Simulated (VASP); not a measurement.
A run of VASP 6.6.1 is set up as follows.

INCAR

```
  ALGO = Fast
  EDIFF = 1E-6
  EDIFFG = -0.01
  ENCUT = 600
  GGA = PE
  IBRION = 2
  ISIF = 4
  ISMEAR = 0
  LASPH = True
  LCHARG = False
  LREAL = False
  LWAVE = False
  NELM = 60
  NSW = 50
  PREC = Accurate
  SIGMA = 0.1
```

File KPOINTS:

```
k-points
0
Gamma
  18 18 8
```

Contents of POSCAR:

```
Hf
1.0
    3.1719078523      0.0000000000      0.0000000000
   -1.5859539262      2.7469527786      0.0000000000
    0.0000000000      0.0000000000      5.0173962690
Hf
2
Direct
    0.3333333333      0.6666666667      0.2500000000
    0.6666666667      0.3333333333      0.7500000000
```

Potentials or basis: VASP PAW PBE potentials, release 64 (Hf_pv).

The run is started by

```sh
$ cat potpaw_PBE.64/Hf_pv/POTCAR > POTCAR
$ mpirun -np 1 vasp_std > vasp.out
```

(1) What does it give for the band gap on the k mesh?

Answers

(1) zero (bands 10 and 11 overlap by 1.59 eV).

Caveat: the relaxation stopped at its first step, so nothing moved; spin-orbit coupling is left out, which moves the levels of the heavy elements.
